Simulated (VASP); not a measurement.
Set up this calculation in VASP 6.6.1, as the native input.

- Task: relaxation of cell and atoms
- Functional: LDA
- Potentials or basis: VASP PAW LDA potentials, release 64 (B, N)
- Cutoff: 600 eV
- k mesh: 12 × 12 × 4
- Occupations: gaussian, width 0.01 eV
- Spin: no spin polarisation
- Target pressure: 2 GPa
- Dipole correction: no
- Further INCAR settings: ALGO = Normal; EDIFF = 1e-06; IBRION = 2; EDIFFG = -0.003; NSW = 80; ISIF = 3

The structure of BN lies in POSCAR:

```
BN
1.0
    2.4982400000      0.0000000000      0.0000000000
   -1.2491200000      2.1635393048      0.0000000000
    0.0000000000      0.0000000000      6.6357000000
B N
2 2
Direct
    0.3333333333      0.6666666667      0.2500000000
    0.6666666667      0.3333333333      0.7500000000
    0.3333333333      0.6666666667      0.7500000000
    0.6666666667      0.3333333333      0.2500000000
```

The input as run:

INCAR

```
PREC = Accurate ; ENCUT = 600
EDIFF = 1E-6 ; ISMEAR = 0
SIGMA = 0.01 ; LREAL = F
LASPH = T ; NELM = 80
ALGO = Normal ; ISIF = 3
LWAVE = F ; LCHARG = F
IBRION = 2 ; NSW = 80
EDIFFG = -0.003 ; PSTRESS = 20.0
```

KPOINTS

```
regular mesh
0
Gamma
  12 12 4
```

Potentials or basis: VASP PAW LDA potentials, release 64 (B, N).

Command:

```bash
$ cat potpaw_LDA.64/B/POTCAR potpaw_LDA.64/N/POTCAR > POTCAR
$ mpirun -np 1 vasp_std > vasp.out
```

Results of the run:

- Relaxed volume: 8.21 Å³/atom
- Relaxed cell: a = 2.486 Å, b = 2.486 Å, c = 6.136 Å, α = 90.00°, β = 90.00°, γ = 120.00°
- Space group after relaxing (to 0.05 Å): P6_3/mmc (No. 194)
- Energy change on relaxing (the enthalpy is what falls): +1.0 meV/atom
- Ionic steps: 10
- Pressure after relaxing: 2.0 GPa
- Band gap on the k mesh: 3.94 eV, indirect (least direct gap 4.28 eV)

Caveat: the cell is relaxed towards a set pressure, so the enthalpy falls and the energy may rise.

Wall time 70 s on 1 thread of Intel(R) Xeon(R) Platinum 8488C (Sapphire Rapids) (shared host), peak memory 0.15 GiB.
